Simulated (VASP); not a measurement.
Crystal: SnO2.

```
Sn O
1.0
     4.82651    0.00000    0.00000
     0.00000    4.82651    0.00000
     0.00000    0.00000    3.23915
Sn O
2 4
Direct
  0.00000 0.00000 0.00000
  0.50000 0.50000 0.50000
  0.30652 0.30652 0.00000
  0.80652 0.19348 0.50000
  0.19348 0.80652 0.50000
  0.69348 0.69348 0.00000
```

Base run:

```yaml
Program: VASP 6.6.1
Functional: PBE
Dispersion: D3(BJ)
Potentials_or_basis: VASP PAW PBE potentials, release 64 (Sn_d, O)
Cutoff: 520 eV
k_mesh: 6 × 6 × 10
Occupations: gaussian, width 0.05 eV
Spin: non-collinear spin, zero start, spin-orbit coupling
Starting_moments: "[[0.0, 0.0, 0.0], [0.0, 0.0, 0.0], [0.0, 0.0, 0.0], [0.0, 0.0, 0.0], [0.0, 0.0, 0.0], [0.0, 0.0, 0.0]] μB"
```

Its results: pressure -2.2 GPa; net moment 0.00 μB per cell; largest force 0.012 eV/Å.

Question: The run is repeated on the same cell with these changes: dispersion from D3(BJ) to D4; further incar settings from ALGO = Normal; EDIFF = 1e-07; NBANDS = 68 to ALGO = Normal; EDIFF = 1e-06; NBANDS = 68. What comes out?

Answer: Pressure -2.7 GPa; net moment 0.00 μB per cell; largest force 0.012 eV/Å.
